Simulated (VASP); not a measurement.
Write the native input for VASP 6.6.1 that does the following.

```yaml
Task: single point
Functional: LDA
Potentials_or_basis: VASP PAW LDA potentials, release 64 (Be, H)
Cutoff: 520 eV
k_mesh: 4 × 4 × 3
Occupations: gaussian, width 0.15 eV
Spin: no spin polarisation
Dipole_correction: no
Further_INCAR_settings: LREAL = Auto; ALGO = Normal; EDIFF = 1e-07; NBANDS = 30
```

The structure of Be16H (a cell with a defect) lies in POSCAR:

```
Be16H
1.0
   -2.2900000000     -3.9663960000      0.0000000000
    3.4350000000     -1.9831980000      0.0000000000
    0.0000000000      0.0000000000      7.1768600000
Be H
16 1
Direct
    0.7483554725      0.4992541578     -0.0071814136
    0.4718756871      0.3128175614      0.2425594201
    0.7543804533      0.5043386428      0.5139191791
    0.4990528801      0.3330326333      0.7488797329
    0.4996568708     -0.0036663074     -0.0006263185
    0.2468408916      0.8234121228      0.2502221027
    0.4970651805     -0.0020680456      0.5027928648
    0.2502907200      0.8323868264      0.7506895773
    0.2475102102      0.5009194706     -0.0022802451
    0.0089682710      0.3278105795      0.2493812057
    0.2491881906      0.4991493323      0.5016444518
    0.0035759357      0.3331394157      0.7516504432
   -0.0000099399      0.0012713938      0.0023644045
    0.7483004280      0.8507880583      0.2505045382
    0.0034429132      0.0010760615      0.5032686997
    0.7515628889      0.8406422171      0.7531283876
    0.7308968738      0.4884931124      0.3053300468
```

The input as run:

INCAR

```
SYSTEM = Be16H
ALGO = Normal
EDIFF = 1E-7
ENCUT = 520
GGA = CA
ISIF = 2
ISMEAR = 0
LASPH = .TRUE.
LCHARG = .FALSE.
LREAL = Auto
LWAVE = .FALSE.
NBANDS = 30
NELM = 100
PREC = Accurate
SIGMA = 0.15
```

KPOINTS

```
k-points
0
G
  4 4 3
  0 0 0
```

Potentials or basis: VASP PAW LDA potentials, release 64 (Be, H).

Command:

```bash
$ cat potpaw_LDA.64/Be/POTCAR potpaw_LDA.64/H/POTCAR > POTCAR
$ mpirun -np 1 vasp_std > vasp.out
```

Results of the run:

```
Pressure               : -4.4 GPa
Largest force          : 0.421 eV/Å
Band gap on the k mesh : zero (an odd number of electrons rules out a gap without spin polarisation)
```

Caveat: the k points lie up to 0.40 Å⁻¹ apart, too coarse for converged energies and pressures of a metal.

It took 4.3 min on 1 thread of Intel Xeon 8259CL (shared host), peak memory 0.23 GiB.
